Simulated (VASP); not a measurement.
## Hf: single point with LDA

Hf:

```
Hf
1.0
     0.00000    2.15340    2.22000
     2.15340    0.00000    2.22000
     2.15340    2.15340    0.00000
Hf
1
Direct
  0.00000 0.00000 0.00000
```

This cell differs from its parent crystal: equal xx and yy strain of -3 %.

```
Program                : VASP 6.6.1
Task                   : single point
Functional             : LDA
Potentials or basis    : VASP PAW LDA potentials, release 64 (Hf_pv)
Cutoff                 : 520 eV
k mesh                 : 13 × 13 × 13
Occupations            : fermi-dirac, width 0.03 eV
Spin                   : no spin polarisation
Dipole correction      : no
Further INCAR settings : ALGO = Normal; EDIFF = 1e-06; NBANDS = 11
```

```json
{
  "Pressure": "1.1 GPa",
  "Band gap on the k mesh": "zero (band 5 reaches 6.33 eV, above the bottom of band 6 at 4.50 eV)"
}
```

Stress tensor (GPa, compression positive):
```
1.49 0.00 0.00
0.00 1.49 0.00
0.00 0.00 0.33
```

Levels at points of the mesh, in eV from the Fermi level:
| k point | band 2 | band 3 | band 4 | band 5 | band 6 | band 7 | band 8 | band 9 |
| --- | --- | --- | --- | --- | --- | --- | --- | --- |
| (0.00, 0.00, 0.00) | -29.58 | -29.58 | -7.43 | 1.09 | 1.48 | 1.48 | 4.10 | 4.68 |

It took 9.2 s on 1 thread of Intel(R) Xeon(R) 6975P-C (Granite Rapids), with other jobs on the host, peak memory 0.16 GiB.

Caveat: the cell differs from its parent crystal (equal xx and yy strain of -3 %); spin-orbit coupling is left out, which moves the levels of the heavy elements.
